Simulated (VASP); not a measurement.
Here is a VASP 6.6.1 calculation.

The input INCAR:

```
PREC = Accurate
ENCUT = 520
EDIFF = 1E-6
ISMEAR = 0
SIGMA = 0.02
LREAL = F
LASPH = T
NELM = 80
ALGO = Normal
ISIF = 2
LWAVE = F
LCHARG = F
GGA = PE
NBANDS = 11
```

The input KPOINTS:

```
regular mesh
0
Gamma
  10 10 10
```

POSCAR

```
AlN
1.0
    0.0000000000      1.9756187039      1.9756187039
    1.9756187039      0.0000000000      1.9756187039
    1.9756187039      1.9756187039      0.0000000000
Al N
1 1
Direct
    0.5000000000      0.5000000000      0.5000000000
    0.0000000000      0.0000000000      0.0000000000
```

Potentials or basis: VASP PAW PBE potentials, release 64 (Al, N).

Run with:

```sh
$ cat potpaw_PBE.64/Al/POTCAR potpaw_PBE.64/N/POTCAR > POTCAR
$ mpirun -np 1 vasp_std > vasp.out
```

(1) Predict the band gap on the k mesh.

(2) Predict the pressure.

Results:

(1) 5.18 eV, indirect (least direct gap 6.71 eV).

(2) 26.5 GPa.

Caveat: the cell differs from its parent crystal (strained).
